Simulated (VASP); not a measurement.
Wanted: the native input for a VASP 6.6.1 run.

* Task: relaxation of cell and atoms
* Functional: PBE
* Potentials or basis: VASP PAW PBE potentials, release 64 (Cd, H)
* Cutoff: 600 eV
* k mesh: 4 × 4 × 4
* Occupations: gaussian, width 0.02 eV
* Spin: no spin polarisation
* Dipole correction: no
* Further INCAR settings: ALGO = Normal; EDIFF = 1e-07; IBRION = 2; EDIFFG = -0.01; NSW = 100; ISIF = 3

The structure of CdH6 lies in POSCAR:

```
CdH6
1.0
    5.3235842182      0.0000000000      0.0000000000
    0.0000000000      5.3235842182      0.0000000000
    0.0000000000      0.0000000000      5.3235842182
Cd H
1 6
Direct
    0.0000000000      0.0000000000      0.0000000000
    0.0704584000      0.5000000000      0.5000000000
    0.5000000000      0.0704584000      0.5000000000
    0.9295416000      0.5000000000      0.5000000000
    0.5000000000      0.9295416000      0.5000000000
    0.5000000000      0.5000000000      0.0704584000
    0.5000000000      0.5000000000      0.9295416000
```

The cell was generated, and may not be a known phase.

These files were run (other wordings do the same):

INCAR

```
PREC = Accurate
ENCUT = 600
EDIFF = 1E-7
ISMEAR = 0
SIGMA = 0.02
LREAL = F
LASPH = T
NELM = 60
ALGO = Normal
ISIF = 3
LWAVE = F
LCHARG = F
GGA = PE
IBRION = 2
NSW = 100
EDIFFG = -0.01
```

KPOINTS

```
Automatic mesh
0
Gamma
  4 4 4
```

Potentials or basis: VASP PAW PBE potentials, release 64 (Cd, H).

Launch:

```bash
$ cat potpaw_PBE.64/Cd/POTCAR potpaw_PBE.64/H/POTCAR > POTCAR
$ mpirun -np 1 vasp_std > vasp.out
```

Results of the run:

* Relaxed volume: 28.00 Å³/atom
* Relaxed cell: a = 5.809 Å, b = 5.809 Å, c = 5.809 Å, α = 90.00°, β = 90.00°, γ = 90.00°
* Space group after relaxing (to 0.1 Å): Pm-3m (No. 221)
* Energy gained by relaxing: 4.2 meV/atom
* Ionic steps: 13
* Pressure after relaxing: 0.0 GPa
* Largest force after relaxing: 0.007 eV/Å
* Band gap on the k mesh: 3.69 eV

Caveat: the volume moved by over 15 % at a fixed basis, so the end points are rough.

Run time: 3.7 min on 1 thread of Intel(R) Xeon(R) Platinum 8259CL CPU @ 2.50GHz (Skylake/Cascade Lake), on a shared host, peak memory 0.33 GiB.
